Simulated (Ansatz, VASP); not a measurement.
## One calculation of Zr, two programs

```
Zr
1.0
     3.17058    0.00000    0.00000
    -1.58529    2.74580    0.00000
     0.00000    0.00000    5.06679
Zr
2
Direct
  0.33333 0.66667 0.25000
  0.66667 0.33333 0.75000
```

Alike in both runs: task single point; functional RPBE; k mesh 18 × 18 × 10; occupations fermi-dirac, width 0.1 eV; no spin polarisation.

|  | VASP | Ansatz |
| --- | --- | --- |
| version | VASP 6.6.1 | Ansatz 0.2.0 |
| potentials or method | VASP PAW PBE potentials, release 64 (Zr_sv), cutoff 520 eV | plane waves (420 eV) with PAW, scalar-relativistic |
| valence electrons in the cell | 24 | 24 |

|  | VASP | Ansatz | Ansatz less VASP |
| --- | --- | --- | --- |
| pressure (GPa) | 8.5 | 8.5 | +0.02 |
| traceless stress, the component that is largest in VASP (GPa) | 0.53 | 0.53 | +0.009 |

VASP's potentials were made for PBE, not for RPBE.
